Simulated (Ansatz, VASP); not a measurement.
## Si4W: VASP beside Ansatz

INCAR

```
SYSTEM = Si4W
PREC = Accurate ; ENCUT = 600
EDIFF = 1E-6 ; ISMEAR = 0
SIGMA = 0.1 ; LREAL = .False.
LASPH = .True. ; NELM = 100
ALGO = Normal ; ISIF = 3
LWAVE = .False. ; LCHARG = .False.
GGA = PE ; IBRION = 2
NSW = 90 ; EDIFFG = -0.04
```

The input KPOINTS:

```
regular mesh
0
Gamma
  4 4 4
  0 0 0
```

Contents of POSCAR:

```
Si4W
1.0
   -2.7011715900      2.7011715900      2.7011715900
    2.7011715900     -2.7011715900      2.7011715900
    2.7011715900      2.7011715900     -2.7011715900
Si W
4 1
Direct
    0.5000000000      0.5000000000      0.5000000000
    0.0000000000      0.0000000000      0.5000000000
    0.0000000000      0.5000000000      0.0000000000
    0.5000000000      0.0000000000      0.0000000000
    0.0000000000      0.0000000000      0.0000000000
```

Input for Ansatz:

```yaml
crystal:
  lattice:
    - [-2.70117159, 2.70117159, 2.70117159]
    - [2.70117159, -2.70117159, 2.70117159]
    - [2.70117159, 2.70117159, -2.70117159]
  atoms:
    - { symbol: Si, position: [0.5, 0.5, 0.5] }
    - { symbol: Si, position: [0.0, 0.0, 0.5] }
    - { symbol: Si, position: [0.0, 0.5, 0.0] }
    - { symbol: Si, position: [0.5, 0.0, 0.0] }
    - { symbol: W, position: [0.0, 0.0, 0.0] }
basis:
  ecutwfc: 420
kpoints:
  mp_grid: { grid: [4, 4, 4] }
hamiltonian:
  xc: pbe
scf:
  occupations: { method: gaussian, width: 0.1 }
  lower_state_search: "off"
output:
  forces: true
  stress: true
  eigenvalues: true
relax:
  adjacent_minimum: "off"
  f_tol: 0.04
  max_steps: 70
  cell: { stress_tol: 0.4 }
```

Alike in both runs: task relaxation of cell and atoms; functional PBE; k mesh 4 × 4 × 4; occupations gaussian, width 0.1 eV; no spin polarisation.

```csv
,VASP,Ansatz
version,VASP 6.6.1,Ansatz 0.2.0
potentials or method,"VASP PAW PBE potentials, release 64 (Si, W_sv), cutoff 600 eV","scalar-relativistic, plane waves, PAW"
valence electrons in the cell,30,30
```

```csv
,VASP,Ansatz,Ansatz less VASP
"gap on the k mesh at the Fermi level, each at its own relaxed structure (eV)",none,none,-
relaxed volume (Å³/atom),17.71,17.67,-0.043
relaxed cell length with the largest relative difference (Å),4.863,4.859,-0.0039
```

A gap of «none» marks a metal or a gap that the smearing closes.

The k mesh is coarse, so the values compare programs but aren't converged. Neither program's run includes spin-orbit coupling.
